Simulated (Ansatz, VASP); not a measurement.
# HfN in VASP and in Ansatz

```
CELL_PARAMETERS angstrom
0.00000 2.27390 2.27390
2.27390 0.00000 2.27390
2.27390 2.27390 0.00000
ATOMIC_POSITIONS crystal
Hf 0.00000 0.00000 0.00000
N 0.50000 0.50000 0.50000
```

Alike in both runs: functional PBE; k mesh 20 × 20 × 20; occupations gaussian, width 0.1 eV; no spin polarisation.

Ansatz relaxed the structure, and its values are those at the end. VASP's run is a single point on that final structure, the one shown.

```csv
,VASP,Ansatz
version,VASP 6.6.1,Ansatz 0.2.0
potentials or method,"VASP PAW PBE potentials, release 64 (Hf_pv, N), cutoff 520 eV","scalar-relativistic, plane waves, PAW"
valence electrons in the cell,15,31
```

```csv
,VASP,Ansatz,Ansatz less VASP
gap on the k mesh at the Fermi level (eV),none,none,-
pressure (GPa),-2.3,0.0,+2.34
```

A gap of «none» marks a metal or a gap that the smearing closes. VASP's potentials hold 15 valence electrons a cell and Ansatz's 31, so a difference there can come from the potentials and not from the codes.

Spin-orbit coupling is off throughout.
